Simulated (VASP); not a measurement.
# GaP (F-43m) in VASP: notebook, part 2 of 2

VASP 6.6.1.

### Step 4. G0W0 quasiparticle levels, PBE

POSCAR

```
GaP
1.0
    0.0000000000      2.7255000000      2.7255000000
    2.7255000000      0.0000000000      2.7255000000
    2.7255000000      2.7255000000      0.0000000000
Ga P
1 1
Direct
    0.0000000000      0.0000000000      0.0000000000
    0.2500000000      0.2500000000      0.2500000000
```

INCAR.step1

```
SYSTEM = GaP
PREC = Accurate
ENCUT = 500
EDIFF = 1E-8
ISMEAR = 0
SIGMA = 0.01
LREAL = .FALSE.
LASPH = .TRUE.
NELM = 80
ALGO = Normal
LWAVE = .TRUE.
LCHARG = .FALSE.
GGA = PE
```

INCAR.step2

```
SYSTEM = GaP
PREC = Accurate
ENCUT = 500
EDIFF = 1E-8
ISMEAR = 0
SIGMA = 0.01
LREAL = .FALSE.
LASPH = .TRUE.
NELM = 1
ALGO = Exact
LWAVE = .TRUE.
LCHARG = .FALSE.
GGA = PE
NBANDS = 408
LOPTICS = .TRUE.
ISTART = 1
```

INCAR.step3

```
SYSTEM = GaP
PREC = Accurate
ENCUT = 500
EDIFF = 1E-8
ISMEAR = 0
SIGMA = 0.01
LREAL = .FALSE.
LASPH = .TRUE.
ALGO = EVGW0
LWAVE = .FALSE.
LCHARG = .FALSE.
GGA = PE
NELMGW = 1
NBANDS = 408
ENCUTGW = 180.0
NOMEGA = 48
PRECFOCK = Fast
ISTART = 1
NBANDSGW = 17
```

KPOINTS

```
Automatic mesh
0
G
  2 2 2
  0 0 0
```

Potentials or basis: VASP PAW PBE potentials, release 64 (Ga_d_GW, P_GW).

On the command line:

```console
$ cat potpaw_PBE.64/Ga_d_GW/POTCAR potpaw_PBE.64/P_GW/POTCAR > POTCAR
$ cp INCAR.step1 INCAR
$ mpirun -np 1 vasp_std > vasp.out
$ cp INCAR.step2 INCAR
$ mpirun -np 1 vasp_std > vasp.out
$ cp INCAR.step3 INCAR
$ mpirun -np 1 vasp_std > vasp.out
```

OUTCAR:

```text
SYSTEM = GaP
   PREC = Accurate
   ENCUT = 500
   EDIFF = 1E-8
   ISMEAR = 0
   LREAL = .FALSE.
   LASPH = .TRUE.
   GGA = PE
   NELMGW = 1
   ENCUTGW = 180.0
   PRECFOCK = Fast
   ISTART = 1

 ion  position               nearest neighbor table
   1  0.000  0.000  0.000-   2 2.36   2 2.36   2 2.36   2 2.36
   2  0.250  0.250  0.250-   1 2.36   1 2.36   1 2.36   1 2.36

  LATTYP: Found a face centered cubic cell.
 ALAT       =     5.4510000000

  Lattice vectors:

 A1 = (   0.0000000000,   2.7255000000,   2.7255000000)
 A2 = (   2.7255000000,   0.0000000000,   2.7255000000)
 A3 = (   2.7255000000,   2.7255000000,   0.0000000000)

Analysis of symmetry for initial positions (statically):
=====================================================================
 Subroutine PRICEL returns:
 Original cell was already a primitive cell.

 Routine SETGRP: Setting up the symmetry group for a
 face centered cubic supercell.

 Subroutine GETGRP returns: Found 24 space group operations
 (whereof 24 operations were pure point group operations)
[... 118 lines left out ...]
   LORBIT       =      0    0 simple, 1 ext, 2 COOP (PROOUT), +10 PAW based schemes
   GGA     = PE    functional components
   LHFCALC =     T    Hartree Fock is set to
   PRECFOCK=fast      Normal, Fast or Accurate (Low or Medium for compatibility)
   ENCUT4O =  -1.0   cutoff for four orbital integrals eV
   NKREDX  =     1    reduce k-point grid by
   NKREDY  =     1    reduce k-point grid by
   NKREDZ  =     1    reduce k-point grid by
   AEXX    =    1.0000 exact exchange contribution
   HFSCREEN=    0.0000 screening length (either q_TF or 0.3 A-1)
   HFSCREENC=   0.0000 screening length for correlation (either q_TF or 0.3 A-1)
   ENCUTFOCK=  -1.0 apply spherical cutoff to Coloumb kernel
   IVDW    =     0    specifies the selected vdW correction
   LEPSILON=     F    determine dielectric tensor
   LRPA    =     F    only Hartree local field effects (RPA)
   LRPAFORCE           =     F    calculate RPA forces
   ENCUTGW             = 180.0    cutoff for response function in eV
   ENCUTGWSOFT         = 144.0    soft cutoff for Coulomb kernel in GW response function in eV
   ENCUTLF             =  -1.0    cutoff for local field effects
   NELMGW              =     1    number of iterations in solving QP/BSE equation
   NELMHF              =     1    number of iterations in the inner HF iteration
   NKREDLFX            =     1    NKREDLFY  =   1   NKREDLFZ  =   1
 non-spin polarized calculation
 Gauss-broadening in eV      SIGMA  =   0.01
  energy-cutoff  :      500.00
  volume of cell :       40.49
 maximum number of plane-waves:      1056
 NGX is ok and might be reduce to    28
  NGX = 16; NGY = 16; NGZ = 16
   NGX = 13   NGY = 13   NGZ = 13
 maximum number of plane-waves:       229

 QP shifts <psi_nk| G(iteration)W_0 |psi_nk>: iteration 1
 for sc-GW calculations column KS-energies equals QP-energies in previous step
 and V_xc(KS)=  KS-energies - (<T + V_ion + V_H > + <T+V_H+V_ion>^1  + <V_x>^1)

 k-point   1 :       0.0000    0.0000    0.0000
  band No.  KS-energies  QP-energies   sigma(KS)   V_xc(KS)     V^pw_x(r,r')   Z            occupation Imag(sigma)

      1     -10.1940     -12.3895     -24.8355     -21.6931     -35.0877       0.6987       2.0000       0.2590
      2     -10.1940     -12.3895     -24.8355     -21.6931     -35.0877       0.6987       2.0000       0.2590
      3     -10.1940     -12.3895     -24.8355     -21.6931     -35.0877       0.6987       2.0000       0.2590
      4     -10.1058     -12.3176     -24.9561     -21.7987     -35.1593       0.7006       2.0000       0.2323
      5     -10.1058     -12.3176     -24.9561     -21.7987     -35.1593       0.7006       2.0000       0.2323
      6      -7.8259      -8.3983     -12.1544     -11.3238     -18.4808       0.6892       2.0000       1.0208
[... 38 lines left out ...]
      3     -10.1316     -12.3558     -24.9779     -21.8201     -35.2457       0.7043       2.0000       0.2480
      4     -10.1316     -12.3558     -24.9779     -21.8201     -35.2457       0.7043       2.0000       0.2480
      5     -10.0850     -12.3198     -24.9982     -21.8388     -35.2097       0.7074       2.0000       0.2243
      6      -4.7676      -5.5818     -13.7339     -12.6255     -19.0014       0.7346       2.0000       0.7548
[... 9 lines left out ...]
     16      17.5597      17.5825     -11.0198     -11.0491      -4.8293       0.7788       0.0000      -0.4297
     17      17.5597      17.5825     -11.0198     -11.0491      -4.8293       0.7788       0.0000      -0.4297
```

OUTCAR.step1:

```text
SYSTEM = GaP
   PREC = Accurate
   ENCUT = 500
   EDIFF = 1E-8
   ISMEAR = 0
   LREAL = .FALSE.
   LASPH = .TRUE.
[... 245 lines left out ...]
      0.00000      0.00000      0.00000         0.000000      0.000000      0.000000
      1.36275      1.36275      1.36275        -0.000000     -0.000000     -0.000000
 -----------------------------------------------------------------------------------
    total drift:                                0.000013      0.000013      0.000013

  FREE ENERGIE OF THE ION-ELECTRON SYSTEM (eV)
  ---------------------------------------------------
  free  energy   TOTEN  =        -6.8692936341 eV

  energy  without entropy=       -6.8692936341  energy(sigma->0) =       -6.86929363
```

OUTCAR.step2:

```text
SYSTEM = GaP
   PREC = Accurate
   ENCUT = 500
   EDIFF = 1E-8
[... 605 lines left out ...]
  --------------------------------------------------------------------------------------------------------------
     0.00000    71.89292    71.89292    71.89292    -0.00000     0.00000    -0.00000
     3.25491    -6.46046    -6.46046    -6.46046    -0.00000     0.00000    -0.00000
     6.50981   -21.25789   -21.25789   -21.25789     0.00000    -0.00000     0.00000
     9.76472    -7.63552    -7.63552    -7.63552     0.00000    -0.00000     0.00000
    13.01962    -2.91326    -2.91326    -2.91326    -0.00000    -0.00000     0.00000
    16.27453    -1.30795    -1.30795    -1.30795     0.00000    -0.00000     0.00000
[... 92 lines left out ...]
   318.98073     0.99159     0.99159     0.99159     0.00000    -0.00000     0.00000
   322.23564     0.99177     0.99177     0.99177     0.00000    -0.00000     0.00000
```

Wall time 25 s (1 thread of Intel Xeon 6975P-C (Granite Rapids), shared host); peak memory 0.27 GiB.

Results:

| Item | Value |
| --- | --- |
| Band gap on the k mesh, mean-field level | 1.46 eV, indirect (least direct gap 1.76 eV) |
| Quasiparticle gap | 1.88 eV |
| Least direct quasiparticle gap | 2.67 eV |

Levels at points of the mesh, in eV from the valence-band top:
| k point | band 5 | band 6 | band 7 | band 8 | band 9 | band 10 | band 11 | band 12 | band 13 |
| --- | --- | --- | --- | --- | --- | --- | --- | --- | --- |
| (0.00, 0.00, 0.00) | -14.84 | -12.56 | 0.00 | 0.00 | 0.00 | 1.76 | 3.65 | 3.65 | 3.65 |
| (0.50, 0.00, 0.00) | -14.83 | -10.45 | -6.79 | -1.17 | -1.17 | 1.53 | 4.50 | 4.50 | 8.19 |
| (0.50, 0.50, 0.00) | -14.81 | -9.50 | -6.95 | -2.78 | -2.78 | 1.46 | 1.67 | 10.45 | 10.45 |

Caveat: the k points lie up to 1.00 Å⁻¹ apart; bands, screening cutoff and mesh are small and nothing is extrapolated, so the quasiparticle values aren't converged. A k mesh can miss the band edges.

### Step 5. G0W0 quasiparticle levels, PBE

POSCAR is that of step 4.

INCAR.step1: that of step 4 with these lines changed.

```diff
@@ -8,3 +8,3 @@
 LASPH = .TRUE.
-NELM = 80
+NELM = 60
 ALGO = Normal
```

INCAR.step2: that of step 4 with these lines changed.

```diff
@@ -13,3 +13,3 @@
 GGA = PE
-NBANDS = 408
+NBANDS = 290
 LOPTICS = .TRUE.
```

INCAR.step3: that of step 4 with these lines changed.

```diff
@@ -13,4 +13,4 @@
 NELMGW = 1
-NBANDS = 408
-ENCUTGW = 180.0
+NBANDS = 290
+ENCUTGW = 143.3
 NOMEGA = 48
```

KPOINTS is that of step 4.

Potentials or basis: VASP PAW PBE potentials, release 64 (Ga_d_GW, P_GW).

On the command line:

```console
$ cat potpaw_PBE.64/Ga_d_GW/POTCAR potpaw_PBE.64/P_GW/POTCAR > POTCAR
$ cp INCAR.step1 INCAR
$ mpirun -np 1 vasp_std > vasp.out
$ cp INCAR.step2 INCAR
$ mpirun -np 1 vasp_std > vasp.out
$ cp INCAR.step3 INCAR
$ mpirun -np 1 vasp_std > vasp.out
```

OUTCAR:

```text
SYSTEM = GaP
   PREC = Accurate
   ENCUT = 500
   EDIFF = 1E-8
   ISMEAR = 0
   LREAL = .FALSE.
   LASPH = .TRUE.
   GGA = PE
   NELMGW = 1
   ENCUTGW = 143.3
   PRECFOCK = Fast
   ISTART = 1

 ion  position               nearest neighbor table
   1  0.000  0.000  0.000-   2 2.36   2 2.36   2 2.36   2 2.36
   2  0.250  0.250  0.250-   1 2.36   1 2.36   1 2.36   1 2.36

  LATTYP: Found a face centered cubic cell.
 ALAT       =     5.4510000000

  Lattice vectors:

 A1 = (   0.0000000000,   2.7255000000,   2.7255000000)
 A2 = (   2.7255000000,   0.0000000000,   2.7255000000)
 A3 = (   2.7255000000,   2.7255000000,   0.0000000000)

Analysis of symmetry for initial positions (statically):
=====================================================================
 Subroutine PRICEL returns:
 Original cell was already a primitive cell.

 Routine SETGRP: Setting up the symmetry group for a
 face centered cubic supercell.

 Subroutine GETGRP returns: Found 24 space group operations
 (whereof 24 operations were pure point group operations)
 out of a pool of 48 trial point group operations.

The static configuration has the point symmetry T_d .

Analysis of symmetry for dynamics (positions and initial velocities):
=====================================================================
 Subroutine PRICEL returns:
 Original cell was already a primitive cell.

 Routine SETGRP: Setting up the symmetry group for a
 face centered cubic supercell.

 Subroutine GETGRP returns: Found 24 space group operations
 (whereof 24 operations were pure point group operations)
 out of a pool of 48 trial point group operations.

The dynamic configuration has the point symmetry T_d .

 Subroutine INISYM returns: Found 24 space group operations
 (whereof 24 operations are pure point group operations),
 and found     1 'primitive' translations
[... 70 lines left out ...]
   LASPH  =      T    aspherical Exc in radial PAW
   ENCUT  =  500.0 eV  36.75 Ry    6.06 a.u.   7.03  7.03  7.03*2*pi/ulx,y,z
   NELM   =     60;   NELMIN=  2; NELMDL=  0     # of ELM steps
   EDIFF  = 0.1E-07   stopping-criterion for ELM
   LREAL  =      F    real-space projection
   EDIFFG = 0.1E-06   stopping-criterion for IOM
   NSW    =      0    number of steps for IOM
   IBRION =     -1    ionic relax: 0-MD 1-quasi-New 2-CG
   NFREE  =      0    steps in history (QN), initial steepest desc. (CG)
   ISIF   =      0    stress and relaxation
   ISYM   =      3    0-nonsym 1-usesym 2-fastsym
   POTIM  = 0.5000    time-step for ionic-motion
   TEBEG  =    0.0;   TEEND  =   0.0 temperature during run
   PSTRESS=    0.0 pullay stress
   NELECT =      18.0000    total number of electrons
   NUPDOWN=      -1.0000    fix difference up-down
   EMIN   =  10.00;   EMAX   =-10.00  energy-range for DOS
   EFERMI =   0.00;   METHOD = LEGACY
   ISMEAR =     0;   SIGMA  =   0.01  broadening in eV -4-tet -1-fermi 0-gaus
   EFERMI_NEDOS =   21; number of points for ismear=-14 and -15
   IALGO  =     38    algorithm
   IMIX   =      4    mixing-type and parameters
     AMIX     =   0.40;   BMIX     =  1.00
     AMIX_MAG =   1.60;   BMIX_MAG =  1.00
  volume/ion in A,a.u.               =      20.25       136.63
  Fermi-wavevector in a.u.,A,eV,Ry     =   1.249423  2.361067 21.239480  1.561058
  Thomas-Fermi vector in A             =   2.383464
   LORBIT       =      0    0 simple, 1 ext, 2 COOP (PROOUT), +10 PAW based schemes
   GGA     = PE    functional components
   LHFCALC =     T    Hartree Fock is set to
   PRECFOCK=fast      Normal, Fast or Accurate (Low or Medium for compatibility)
   ENCUT4O =  -1.0   cutoff for four orbital integrals eV
   NKREDX  =     1    reduce k-point grid by
   NKREDY  =     1    reduce k-point grid by
   NKREDZ  =     1    reduce k-point grid by
   AEXX    =    1.0000 exact exchange contribution
   HFSCREEN=    0.0000 screening length (either q_TF or 0.3 A-1)
   HFSCREENC=   0.0000 screening length for correlation (either q_TF or 0.3 A-1)
   ENCUTFOCK=  -1.0 apply spherical cutoff to Coloumb kernel
   IVDW    =     0    specifies the selected vdW correction
   LEPSILON=     F    determine dielectric tensor
   LRPA    =     F    only Hartree local field effects (RPA)
   LRPAFORCE           =     F    calculate RPA forces
   ENCUTGW             = 143.3    cutoff for response function in eV
   ENCUTGWSOFT         = 114.6    soft cutoff for Coulomb kernel in GW response function in eV
   ENCUTLF             =  -1.0    cutoff for local field effects
   NELMGW              =     1    number of iterations in solving QP/BSE equation
   NELMHF              =     1    number of iterations in the inner HF iteration
   NKREDLFX            =     1    NKREDLFY  =   1   NKREDLFZ  =   1
 non-spin polarized calculation
 Gauss-broadening in eV      SIGMA  =   0.01
  energy-cutoff  :      500.00
  volume of cell :       40.49
 maximum number of plane-waves:      1056
 NGX is ok and might be reduce to    28
  NGX = 16; NGY = 16; NGZ = 16
   NGX = 13   NGY = 13   NGZ = 13
 maximum number of plane-waves:       169

 QP shifts <psi_nk| G(iteration)W_0 |psi_nk>: iteration 1
 for sc-GW calculations column KS-energies equals QP-energies in previous step
 and V_xc(KS)=  KS-energies - (<T + V_ion + V_H > + <T+V_H+V_ion>^1  + <V_x>^1)

 k-point   1 :       0.0000    0.0000    0.0000
  band No.  KS-energies  QP-energies   sigma(KS)   V_xc(KS)     V^pw_x(r,r')   Z            occupation Imag(sigma)

      1     -10.1940     -12.5409     -25.0437     -21.6931     -35.0877       0.7005       2.0000       0.2541
      2     -10.1940     -12.5409     -25.0437     -21.6931     -35.0877       0.7005       2.0000       0.2541
      3     -10.1940     -12.5409     -25.0437     -21.6931     -35.0877       0.7005       2.0000       0.2541
      4     -10.1058     -12.4720     -25.1648     -21.7987     -35.1593       0.7030       2.0000       0.2244
      5     -10.1058     -12.4720     -25.1648     -21.7987     -35.1593       0.7030       2.0000       0.2244
      6      -7.8259      -8.3586     -12.0992     -11.3238     -18.4808       0.6871       2.0000       1.0117
[... 38 lines left out ...]
      3     -10.1316     -12.5094     -25.1895     -21.8201     -35.2457       0.7057       2.0000       0.2429
      4     -10.1316     -12.5094     -25.1895     -21.8201     -35.2457       0.7057       2.0000       0.2429
      5     -10.0850     -12.4737     -25.2083     -21.8388     -35.2097       0.7089       2.0000       0.2172
      6      -4.7676      -5.5366     -13.6618     -12.6255     -19.0014       0.7421       2.0000       0.7502
[... 9 lines left out ...]
     16      17.5597      17.6313     -10.9576     -11.0491      -4.8293       0.7830       0.0000      -0.4264
     17      17.5597      17.6313     -10.9576     -11.0491      -4.8293       0.7830       0.0000      -0.4264
```

OUTCAR.step1:

```text
SYSTEM = GaP
   PREC = Accurate
   ENCUT = 500
   EDIFF = 1E-8
   ISMEAR = 0
   LREAL = .FALSE.
   LASPH = .TRUE.
[... 245 lines left out ...]
      0.00000      0.00000      0.00000         0.000000      0.000000      0.000000
      1.36275      1.36275      1.36275        -0.000000     -0.000000     -0.000000
 -----------------------------------------------------------------------------------
    total drift:                                0.000013      0.000013      0.000013

  FREE ENERGIE OF THE ION-ELECTRON SYSTEM (eV)
  ---------------------------------------------------
  free  energy   TOTEN  =        -6.8692936341 eV

  energy  without entropy=       -6.8692936341  energy(sigma->0) =       -6.86929363
```

OUTCAR.step2:

```text
SYSTEM = GaP
   PREC = Accurate
   ENCUT = 500
   EDIFF = 1E-8
[... 605 lines left out ...]
  --------------------------------------------------------------------------------------------------------------
     0.00000    61.64000    61.64000    61.64000    -0.00000    -0.00000    -0.00000
     2.61167   -13.72609   -13.72609   -13.72609     0.00000     0.00000     0.00000
     5.22335   -10.32028   -10.32028   -10.32028     0.00000     0.00000     0.00000
     7.83502    -9.56301    -9.56301    -9.56301     0.00000     0.00000     0.00000
    10.44670    -5.13141    -5.13141    -5.13141     0.00000     0.00000     0.00000
    13.05837    -2.57394    -2.57394    -2.57394     0.00000     0.00000     0.00000
[... 92 lines left out ...]
   255.94412     0.98705     0.98705     0.98705     0.00000     0.00000     0.00000
   258.55579     0.98734     0.98734     0.98734     0.00000     0.00000     0.00000
```

Run time: 46 s. Hardware: 1 thread of Intel Xeon 8259CL, shared host; peak memory 0.27 GiB.

Results:

```yaml
Band_gap_on_the_k_mesh_mean-field_level: 1.46 eV, indirect (least direct gap 1.76 eV)
Quasiparticle_gap: 1.82 eV
Least_direct_quasiparticle_gap: 2.66 eV
```

Levels at points of the mesh, in eV from the valence-band top:
```csv
k point,band 5,band 6,band 7,band 8,band 9,band 10,band 11,band 12,band 13
"(0.00, 0.00, 0.00)",-14.84,-12.56,0.00,0.00,0.00,1.76,3.65,3.65,3.65
"(0.50, 0.00, 0.00)",-14.83,-10.45,-6.79,-1.17,-1.17,1.53,4.50,4.50,8.19
"(0.50, 0.50, 0.00)",-14.81,-9.50,-6.95,-2.78,-2.78,1.46,1.67,10.45,10.45
```

Caveat: the k points lie up to 1.00 Å⁻¹ apart; bands, screening cutoff and mesh are small and nothing is extrapolated, so the quasiparticle values aren't converged. A k mesh can miss the band edges.
